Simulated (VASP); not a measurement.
Write the native input for VASP 6.6.1 that does the following.

| Quantity | Value |
| --- | --- |
| Task | single point |
| Functional | PBE |
| Potentials or basis | VASP PAW PBE potentials, release 64 (Ge_d, Sb) |
| Cutoff | 520 eV |
| k mesh | 6 × 6 × 6 |
| Occupations | gaussian, width 0.1 eV |
| Spin | no spin polarisation |
| Dipole correction | no |
| Further INCAR settings | ALGO = Normal; EDIFF = 1e-06; NBANDS = 19 |

The structure of GeSb2 lies in POSCAR:

```
GeSb2
1.0
   -1.9109397958      1.9109397958      5.3633185624
    1.9109397958     -1.9109397958      5.3633185624
    1.9109397958      1.9109397958     -5.3633185624
Ge Sb
1 2
Direct
    0.0000000000      0.0000000000      0.0000000000
    0.6363781893      0.6363781893      0.0000000000
    0.3636218107      0.3636218107      0.0000000000
```

The input as run:

INCAR

```
PREC = Accurate
ENCUT = 520
EDIFF = 1E-6
ISMEAR = 0
SIGMA = 0.1
LREAL = F
LASPH = T
NELM = 100
ALGO = Normal
ISIF = 2
LWAVE = F
LCHARG = F
GGA = PE
NBANDS = 19
```

KPOINTS

```
regular mesh
0
Gamma
  6 6 6
```

Potentials or basis: VASP PAW PBE potentials, release 64 (Ge_d, Sb).

Launch:

```bash
$ cat potpaw_PBE.64/Ge_d/POTCAR potpaw_PBE.64/Sb/POTCAR > POTCAR
$ mpirun -np 1 vasp_std > vasp.out
```

Results of the run:

- Pressure: -0.1 GPa
- Largest force: 0.022 eV/Å
- Band gap on the k mesh: zero (bands 12 and 13 overlap by 3.26 eV)

Caveat: spin-orbit coupling is left out, which moves the levels of the heavy elements.

Run time: 100 s on 1 thread of Oxide Virtual Turin-like Processor, with other jobs on the host, peak memory 0.29 GiB.
